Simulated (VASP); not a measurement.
# SnTe (Pm-3m) in VASP: further runs, part 2 of 2

VASP 6.6.1.

### Step 3. Single point, PBE

INCAR

```
SYSTEM = SnTe
PREC = Accurate
ENCUT = 520
EDIFF = 1E-6
ISMEAR = 0
SIGMA = 0.024
LREAL = .FALSE.
LASPH = .TRUE.
NELM = 100
ALGO = Normal
ISIF = 2
LWAVE = .FALSE.
LCHARG = .TRUE.
GGA = PE
LELF = .TRUE.
LVHAR = .TRUE.
NBANDS = 17
```

KPOINTS

```
regular mesh
0
G
  7 7 7
  0 0 0
```

POSCAR

```
SnTe
1.0
    3.9047000000      0.0000000000      0.0000000000
    0.0000000000      3.9047000000      0.0000000000
    0.0000000000      0.0000000000      3.9047000000
Te Sn
1 1
Direct
    0.5000000000      0.5000000000      0.5000000000
    0.0000000000      0.0000000000      0.0000000000
```

Potentials or basis: VASP PAW PBE potentials, release 64 (Te, Sn_d).

Command:

```
$ cat potpaw_PBE.64/Te/POTCAR potpaw_PBE.64/Sn_d/POTCAR > POTCAR
$ mpirun -np 1 vasp_std > vasp.out
```

OUTCAR:

```text
SYSTEM = SnTe
   PREC = Accurate
   ENCUT = 520
   EDIFF = 1E-6
   ISMEAR = 0
   LREAL = .FALSE.
   LASPH = .TRUE.
   NELM = 100
   ISIF = 2
   GGA = PE

 ion  position               nearest neighbor table
   1  0.500  0.500  0.500-   2 3.38   2 3.38   2 3.38   2 3.38   2 3.38   2 3.38   2 3.38   2 3.38

   2  0.000  0.000  0.000-   1 3.38   1 3.38   1 3.38   1 3.38   1 3.38   1 3.38   1 3.38   1 3.38

  LATTYP: Found a simple cubic cell.
 ALAT       =     3.9047000000

  Lattice vectors:

 A1 = (   3.9047000000,   0.0000000000,   0.0000000000)
 A2 = (   0.0000000000,   3.9047000000,   0.0000000000)
 A3 = (   0.0000000000,   0.0000000000,   3.9047000000)

Analysis of symmetry for initial positions (statically):
=====================================================================
 Subroutine PRICEL returns:
 Original cell was already a primitive cell.

 Routine SETGRP: Setting up the symmetry group for a
 simple cubic supercell.

 Subroutine GETGRP returns: Found 48 space group operations
 (whereof 48 operations were pure point group operations)
 out of a pool of 48 trial point group operations.

The static configuration has the point symmetry O_h .

Analysis of symmetry for dynamics (positions and initial velocities):
=====================================================================
 Subroutine PRICEL returns:
 Original cell was already a primitive cell.

 Routine SETGRP: Setting up the symmetry group for a
 simple cubic supercell.

 Subroutine GETGRP returns: Found 48 space group operations
 (whereof 48 operations were pure point group operations)
 out of a pool of 48 trial point group operations.

The dynamic configuration has the point symmetry O_h .

 Subroutine INISYM returns: Found 48 space group operations
 (whereof 48 operations are pure point group operations),
 and found     1 'primitive' translations

----------------------------------------------------------------------------------------
[... 106 lines left out ...]
   IMIX   =      4    mixing-type and parameters
     AMIX     =   0.40;   BMIX     =  1.00
     AMIX_MAG =   1.60;   BMIX_MAG =  1.00
  volume/ion in A,a.u.               =      29.77       200.88
  Fermi-wavevector in a.u.,A,eV,Ry     =   1.138057  2.150615 17.621893  1.295173
  Thomas-Fermi vector in A             =   2.274761
   LORBIT       =      0    0 simple, 1 ext, 2 COOP (PROOUT), +10 PAW based schemes
   GGA     = PE    functional components
   LHFCALC =     F    Hartree Fock is set to
   AEXX    =    0.0000 exact exchange contribution
   IVDW    =     0    specifies the selected vdW correction
   LEPSILON=     F    determine dielectric tensor
   LRPA    =     F    only Hartree local field effects (RPA)
 non-spin polarized calculation
 Gauss-broadening in eV      SIGMA  =   0.02
  energy-cutoff  :      520.00
  volume of cell :       59.53
 maximum number of plane-waves:      1614
 NGX is ok and might be reduce to    30
   NGX = 15   NGY = 15   NGZ = 15

 number of electron      19.9999983 magnetization

 Free energy of the ion-electron system (eV)
  ---------------------------------------------------
  ext. energy  EPLUGINS =         0.00000000
  ---------------------------------------------------
  free energy    TOTEN  =        -7.06826010 eV

  energy without entropy =       -7.06675156  energy(sigma->0) =       -7.06750583

 E-fermi :   6.9672     XC(G=0):  -9.8823

 val. band max:        6.9508222214   @ k =   0.4286   0.2857   0.2857
 cond. band min:       6.9743192686   @ k =   0.4286   0.2857   0.0000
 fundamental gap:      0.0234970471
 Fermi energy:         6.9672330690

 k-point     1 :       0.0000    0.0000    0.0000
  band No.  band energies     occupation
      1     -14.5330      2.00000
      2     -14.5330      2.00000
      3     -14.4963      2.00000
      4     -14.4963      2.00000
      5     -14.4963      2.00000
      6      -5.3046      2.00000
[... 377 lines left out ...]
      4     -14.4843      2.00000
      5     -14.4843      2.00000
      6      -2.9422      2.00000
[... 9 lines left out ...]
     16      19.7989      0.00000
     17      21.6428      0.00000

------------------------ aborting loop because EDIFF is reached ----------------------------------------

  FORCE on cell =-STRESS in cart. coord.  units (eV):
  Direction    XX          YY          ZZ          XY          YZ          ZX
  --------------------------------------------------------------------------------------
  -------------------------------------------------------------------------------------
  Total       -0.4228133     -0.4228133     -0.4228133     -0.0000000      0.0000000     -0.0000000
  in kB      -11.3787937    -11.3787937    -11.3787937     -0.0000000      0.0000000     -0.0000000
  external PRESSURE =     -11.3787937 kB  Pullay stress =       0.0000000 kB

 VOLUME and BASIS-vectors are now :
 -----------------------------------------------------------------------------
  energy-cutoff  :      520.00
  volume of cell :       59.53
      direct lattice vectors                 reciprocal lattice vectors
     3.904700000  0.000000000  0.000000000     0.256101621  0.000000000  0.000000000
     0.000000000  3.904700000  0.000000000     0.000000000  0.256101621  0.000000000
     0.000000000  0.000000000  3.904700000     0.000000000  0.000000000  0.256101621

 POSITION                                       TOTAL-FORCE (eV/Angst)
 -----------------------------------------------------------------------------------
      1.95235      1.95235      1.95235         0.000000      0.000000      0.000000
      0.00000      0.00000      0.00000         0.000000      0.000000      0.000000
 -----------------------------------------------------------------------------------
    total drift:                                0.000000     -0.000000     -0.000000

  FREE ENERGIE OF THE ION-ELECTRON SYSTEM (eV)
  ---------------------------------------------------
  free  energy   TOTEN  =        -7.0682600980 eV

  energy  without entropy=       -7.0667515609  energy(sigma->0) =       -7.06750583
```

stdout:

```text
POSCAR found type information on POSCAR TeSn
 POSCAR found :  2 types and       2 ions
 scaLAPACK will be used
 LDA part: xc-table for (Slater+PW92), standard interpolation
 POSCAR, INCAR and KPOINTS ok, starting setup
 FFT: planning ... GRIDC
 FFT: planning ... GRID_SOFT
 FFT: planning ... GRID
 WAVECAR not read
 entering main loop
```

Wall time 26 s (1 thread of Intel Xeon Platinum 8259CL at 2.50GHz (Skylake/Cascade Lake), shared host); peak memory 0.17 GiB.

What came out:

```
Free energy            : -7.0683 eV
Pressure               : -1.1 GPa
Band gap on the k mesh : zero (band 10 reaches 7.21 eV, above the bottom of band 11 at 6.18 eV)
```

Caveat: spin-orbit coupling is left out, which moves the levels of the heavy elements.
